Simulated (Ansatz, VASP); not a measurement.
## One calculation of LiF, two programs

File INCAR:

```
PREC = Accurate
ENCUT = 520
EDIFF = 1E-6
ISMEAR = 0
SIGMA = 0.05
LREAL = False
LASPH = True
NELM = 100
ALGO = Normal
ISIF = 2
LWAVE = False
LCHARG = False
GGA = CA
NBANDS = 18
```

KPOINTS

```
regular mesh
0
Gamma
  9 9 6
```

File POSCAR:

```
LiF
1.0
    3.1944647092      0.0000000000      0.0000000000
   -1.5972323546      2.7664875897      0.0000000000
    0.0000000000      0.0000000000      4.4601116270
Li F
2 2
Direct
    0.3333333333      0.6666666667      0.3839784076
    0.6666666667      0.3333333333      0.8839784076
    0.3333333333      0.6666666667      0.9910195924
    0.6666666667      0.3333333333      0.4910195924
```

Input for Ansatz:

```yaml
crystal:
  lattice:
    - [3.1944647092, 0.0, 0.0]
    - [-1.5972323546, 2.7664875897, 0.0]
    - [0.0, 0.0, 4.460111627]
  atoms:
    - { symbol: Li, position: [0.3333333333, 0.6666666667, 0.3839784076] }
    - { symbol: Li, position: [0.6666666667, 0.3333333333, 0.8839784076] }
    - { symbol: F, position: [0.3333333333, 0.6666666667, 0.9910195924] }
    - { symbol: F, position: [0.6666666667, 0.3333333333, 0.4910195924] }
basis:
  ecutwfc: 520.0
kpoints:
  mp_grid: { grid: [9, 9, 6] }
hamiltonian:
  xc: lda
scf:
  occupations: { method: gaussian, width: 0.05 }
output:
  forces: true
  stress: true
  eigenvalues: true
```

Alike in both runs: task single point; functional LDA; k mesh 9 × 9 × 6; occupations gaussian, width 0.05 eV; no spin polarisation.

|  | VASP | Ansatz |
| --- | --- | --- |
| version | VASP 6.6.1 | Ansatz 0.2.0 |
| potentials or method | VASP PAW LDA potentials, release 64 (Li_sv, F), cutoff 520 eV | scalar-relativistic, plane waves, PAW |
| valence electrons in the cell | 20 | 20 |

```tsv
	VASP	Ansatz	Ansatz less VASP
gap on the k mesh at the Fermi level (eV)	7.39	7.41	+0.014
least direct gap on the mesh (eV)	7.39	7.41	+0.014
rms of the force components (eV/Å)	0.265	0.259	-0.0062
```

LDA's correlation is that of Perdew and Zunger in VASP and of Perdew and Wang (1992) in Ansatz. Atom by atom the forces differ by 0.006 eV/Å (rms over components).

Noted on VASP's run: the cutoff is short for stress, so the pressure is rough.
